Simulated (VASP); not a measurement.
Wanted: the native input for a VASP 6.6.1 run.

- Task: single point
- Functional: PBE
- Potentials or basis: VASP PAW PBE potentials, release 64 (Si, B)
- Cutoff: 520 eV
- k mesh: 6 × 6 × 4
- Occupations: gaussian, width 0.2 eV
- Spin: no spin polarisation
- Dipole correction: no
- Further INCAR settings: ALGO = Fast; EDIFF = 1e-06; NBANDS = 32

The structure of SiB2 lies in POSCAR:

```
SiB2
1.0
    0.0000000000     -4.8063203823      0.0000000000
   -5.0733205060      2.4031601912      0.0015972929
    3.0027783773      0.0000000000     -4.8645621128
Si B
4 8
Direct
    0.8783956750      0.2621769262      0.2777064827
    0.1216043250      0.7378230738      0.7222935173
    0.6162187488      0.7378230738      0.7222935173
    0.3837812512      0.2621769262      0.2777064827
    0.7905788994      0.5811577987      0.9481957444
    0.5718857928      0.7722169716      0.1065764081
    0.2003311788      0.7722169716      0.1065764081
    0.2094211006      0.4188422013      0.0518042556
    0.4281142072      0.2277830284      0.8934235919
    0.7996688212      0.2277830284      0.8934235919
    0.9714587726      0.9429175452      0.3244477899
    0.0285412274      0.0570824548      0.6755522101
```

These files were run (other wordings do the same):

INCAR

```
  PREC = Accurate
  ENCUT = 520
  EDIFF = 1E-6
  ISMEAR = 0
  SIGMA = 0.2
  LREAL = False
  LASPH = True
  NELM = 60
  ALGO = Fast
  ISIF = 2
  LWAVE = False
  LCHARG = False
  GGA = PE
  NBANDS = 32
```

KPOINTS

```
regular mesh
0
Gamma
  6 6 4
```

Potentials or basis: VASP PAW PBE potentials, release 64 (Si, B).

Launch:

```sh
$ cat potpaw_PBE.64/Si/POTCAR potpaw_PBE.64/B/POTCAR > POTCAR
$ mpirun -np 1 vasp_std > vasp.out
```

It gave:

```
Pressure               : -0.1 GPa
Largest force          : 0.054 eV/Å
Band gap on the k mesh : zero (bands 20 and 21 overlap by 1.34 eV)
```

It took 5.1 min on 1 thread of Oxide Virtual Turin-like Processor (shared host), peak memory 0.28 GiB.
